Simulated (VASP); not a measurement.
# Ga (Im-3m) in VASP: further runs

Runs on Ga. Level: PBEsol. Tasks: single point, relaxation of cell and atoms.

Program: VASP 6.6.1. These are calculated values, not measurements. Logs are shortened: lines on timing, memory, paths and dates and some standing lists are left out, and cuts for length are marked.

**1. The cell of the first run**

It takes space group Im-3m (No. 229, cubic). Conventional cell: a = 2.603 Å, b = 2.603 Å, c = 2.603 Å, α = 90.00°, β = 90.00°, γ = 90.00°. Ga (site symmetry m-3m) has 14 Ga at 2.25 to 2.60 Å within 3.0 Å.

This isn't the form of Ga at room conditions, which is orthorhombic.

**2. Single point, PBEsol**

Contents of INCAR:

```
  PREC = Accurate
  ENCUT = 520
  EDIFF = 1E-7
  ISMEAR = -1
  SIGMA = 0.05
  LREAL = F
  LASPH = T
  NELM = 80
  ALGO = Normal
  ISIF = 2
  LWAVE = F
  LCHARG = F
  GGA = PS
  NBANDS = 12
```

Contents of KPOINTS:

```
Automatic mesh
0
Gamma
  20 20 20
```

Contents of POSCAR:

```
Ga
1.0
   -1.3013053140      1.3013053140      1.3013053140
    1.3013053140     -1.3013053140      1.3013053140
    1.3013053140      1.3013053140     -1.3013053140
Ga
1
Direct
    0.0000000000      0.0000000000      0.0000000000
```

Potentials or basis: VASP PAW PBE potentials, release 64 (Ga_d).

Run with:

```bash
cat potpaw_PBE.64/Ga_d/POTCAR > POTCAR
mpirun -np 1 vasp_std > vasp.out
```

OUTCAR:

```text
PREC = Accurate
   ENCUT = 520
   EDIFF = 1E-7
   ISMEAR = -1
   LREAL = F
   LASPH = T
   NELM = 80
   ISIF = 2
   GGA = PS

 ion  position               nearest neighbor table
   1  0.000  0.000  0.000-

  LATTYP: Found a body centered cubic cell.
 ALAT       =     2.6026106280

  Lattice vectors:

 A1 = (  -1.3013053140,   1.3013053140,   1.3013053140)
 A2 = (   1.3013053140,  -1.3013053140,   1.3013053140)
 A3 = (   1.3013053140,   1.3013053140,  -1.3013053140)

Analysis of symmetry for initial positions (statically):
=====================================================================
 Subroutine PRICEL returns:
 Original cell was already a primitive cell.

 Routine SETGRP: Setting up the symmetry group for a
 body centered cubic supercell.

 Subroutine GETGRP returns: Found 48 space group operations
 (whereof 48 operations were pure point group operations)
 out of a pool of 48 trial point group operations.

The static configuration has the point symmetry O_h .

Analysis of symmetry for dynamics (positions and initial velocities):
=====================================================================
 Subroutine PRICEL returns:
 Original cell was already a primitive cell.

 Routine SETGRP: Setting up the symmetry group for a
 body centered cubic supercell.

 Subroutine GETGRP returns: Found 48 space group operations
 (whereof 48 operations were pure point group operations)
 out of a pool of 48 trial point group operations.

The dynamic configuration has the point symmetry O_h .

 Subroutine INISYM returns: Found 48 space group operations
 (whereof 48 operations are pure point group operations),
 and found     1 'primitive' translations

----------------------------------------------------------------------------------------

                                     Primitive cell

  volume of cell :       8.8145

  direct lattice vectors                    reciprocal lattice vectors
    -1.301305314  1.301305314  1.301305314     0.000000000  0.384229584  0.384229584
     1.301305314 -1.301305314  1.301305314     0.384229584  0.000000000  0.384229584
     1.301305314  1.301305314 -1.301305314     0.384229584  0.384229584  0.000000000

  length of vectors
     2.253926920  2.253926920  2.253926920     0.543382689  0.543382689  0.543382689

  position of ions in fractional coordinates (direct lattice)
     0.000000000  0.000000000  0.000000000

  ion indices of the primitive-cell ions
   primitive index   ion index
                 1           1
[... 79 lines left out ...]
   ISYM   =      2    0-nonsym 1-usesym 2-fastsym
   POTIM  = 0.5000    time-step for ionic-motion
   TEBEG  =    0.0;   TEEND  =   0.0 temperature during run
   PSTRESS=    0.0 pullay stress
   NELECT =      13.0000    total number of electrons
   NUPDOWN=      -1.0000    fix difference up-down
   EMIN   =  10.00;   EMAX   =-10.00  energy-range for DOS
   EFERMI =   0.00;   METHOD = LEGACY
   ISMEAR =    -1;   SIGMA  =   0.05  broadening in eV -4-tet -1-fermi 0-gaus
   EFERMI_NEDOS =   21; number of points for ismear=-14 and -15
   IALGO  =     38    algorithm
   IMIX   =      4    mixing-type and parameters
     AMIX     =   0.40;   BMIX     =  1.00
     AMIX_MAG =   1.60;   BMIX_MAG =  1.00
  volume/ion in A,a.u.               =       8.81        59.48
  Fermi-wavevector in a.u.,A,eV,Ry     =   1.863474  3.521456 47.246728  3.472537
  Thomas-Fermi vector in A             =   2.910822
   LORBIT       =      0    0 simple, 1 ext, 2 COOP (PROOUT), +10 PAW based schemes
   GGA     = PS    functional components
   LHFCALC =     F    Hartree Fock is set to
   AEXX    =    0.0000 exact exchange contribution
   IVDW    =     0    specifies the selected vdW correction
   LEPSILON=     F    determine dielectric tensor
   LRPA    =     F    only Hartree local field effects (RPA)
 non-spin polarized calculation
  energy-cutoff  :      520.00
  volume of cell :        8.81
 maximum number of plane-waves:       244
 NGX is ok and might be reduce to    18
   NGX =  9   NGY =  9   NGZ =  9

 number of electron      13.0000011 magnetization

 Free energy of the ion-electron system (eV)
  ---------------------------------------------------
  ext. energy  EPLUGINS =         0.00000000
  ---------------------------------------------------
  free energy    TOTEN  =         0.05865252 eV

  energy without entropy =        0.06134680  energy(sigma->0) =        0.05999966

 E-fermi :  16.2509     XC(G=0): -15.6528

 val. band max:       16.2238989351   @ k =   0.2500   0.2500   0.1500
 cond. band min:      16.2579425727   @ k =  -0.4000   0.4000   0.2000
 fundamental gap:      0.0340436376
 Fermi energy:        16.2509432599

 k-point     1 :       0.0000    0.0000    0.0000
  band No.  band energies     occupation
      1      -3.4757      2.00000
      2      -1.2715      2.00000
      3      -1.2715      2.00000
      4      -1.2714      2.00000
      5      -0.3137      2.00000
      6      -0.3137      2.00000
      7      38.5164      0.00000
      8      38.5164      0.00000
      9      38.5164      0.00000
     10      41.6720      0.00000
     11      41.6720      0.00000
     12      41.6720      0.00000
[... 331 lines left out ...]
 k-point    24 :       0.2500    0.1000   -0.0000
  band No.  band energies     occupation
      1      -1.8789      2.00000
      2      -1.6031      2.00000
      3      -0.5783      2.00000
      4      -0.4747      2.00000
      5      -0.2436      2.00000
      6       1.8246      2.00000
      7      20.6928      0.00000
      8      26.9430      0.00000
      9      30.7511      0.00000
     10      36.3646      0.00000
     11      40.6518      0.00000
     12      43.0073      0.00000

 [... further k-points ...]

------------------------ aborting loop because EDIFF is reached ----------------------------------------

  FORCE on cell =-STRESS in cart. coord.  units (eV):
  Direction    XX          YY          ZZ          XY          YZ          ZX
  --------------------------------------------------------------------------------------
  -------------------------------------------------------------------------------------
  Total       12.7562040     12.7562040     12.7562040     -0.0000000      0.0000000      0.0000000
  in kB     2318.6459389   2318.6459389   2318.6459389     -0.0000000      0.0000000      0.0000000
  external PRESSURE =    2318.6459389 kB  Pullay stress =       0.0000000 kB

 VOLUME and BASIS-vectors are now :
 -----------------------------------------------------------------------------
  energy-cutoff  :      520.00
  volume of cell :        8.81
      direct lattice vectors                 reciprocal lattice vectors
    -1.301305314  1.301305314  1.301305314     0.000000000  0.384229584  0.384229584
     1.301305314 -1.301305314  1.301305314     0.384229584  0.000000000  0.384229584
     1.301305314  1.301305314 -1.301305314     0.384229584  0.384229584  0.000000000

 POSITION                                       TOTAL-FORCE (eV/Angst)
 -----------------------------------------------------------------------------------
      0.00000      0.00000      0.00000        -0.000000     -0.000000      0.000000
 -----------------------------------------------------------------------------------
    total drift:                                0.000000      0.000000      0.000000

  FREE ENERGIE OF THE ION-ELECTRON SYSTEM (eV)
  ---------------------------------------------------
  free  energy   TOTEN  =         0.0586525164 eV

  energy  without entropy=        0.0613467961  energy(sigma->0) =        0.05999966
```

Wall time 31 s (1 thread of Intel Xeon 8259CL, shared host); peak memory 0.14 GiB.

Results:

- Free energy: 0.0587 eV
- Pressure: 231.9 GPa
- Band gap on the k mesh: zero (an odd number of electrons rules out a gap without spin polarisation)

Caveat: the cell stands under pressure; the PAW data sets were made with another functional, which shifts forces and pressure a little.

[end of part 1 of 2]
